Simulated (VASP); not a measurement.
# CuAs: single point with LDA

CuAs:

```
Cu As
1.0
     3.82775    0.00000    0.00000
    -1.91387    3.31493    0.00000
     0.00000    0.00000    4.35789
Cu As
2 2
Direct
  0.00000 0.00000 0.50000
  0.00000 0.00000 0.00000
  0.66667 0.33333 0.75000
  0.33333 0.66667 0.25000
```

This cell differs from its parent crystal: volume 13.824 Å^3 an atom, c/a of the conventional cell 1.1385.

```json
{"Program": "VASP 6.6.1", "Task": "single point", "Functional": "LDA", "Potentials or basis": "VASP PAW LDA potentials, release 64 (Cu, As)", "Cutoff": "520 eV", "k mesh": "15 × 15 × 10", "Occupations": "gaussian, width 0.15 eV", "Spin": "no spin polarisation"}
```

| Item | Value |
| --- | --- |
| Pressure | 15.7 GPa |
| Band gap on the k mesh | zero (band 16 reaches 9.21 eV, above the bottom of band 17 at 7.51 eV) |

Stress tensor (GPa, compression positive):
```
 7.13  0.00  0.00
 0.00  7.13  0.00
 0.00  0.00 32.82
```

Levels at points of the mesh, in eV from the Fermi level:
```tsv
k point	band 13	band 14	band 15	band 16	band 17	band 18	band 19	band 20
(0.00, 0.00, 0.00)	-1.18	-0.93	-0.93	0.75	0.75	1.78	3.27	3.44
(0.00, 0.00, 0.50)	-0.95	-0.95	0.71	0.71	0.71	0.71	4.64	4.64
```

It took 4.1 min on 1 thread of Intel(R) Xeon(R) Platinum 8175M CPU @ 2.50GHz (Skylake/Cascade Lake) (shared host), peak memory 0.29 GiB.
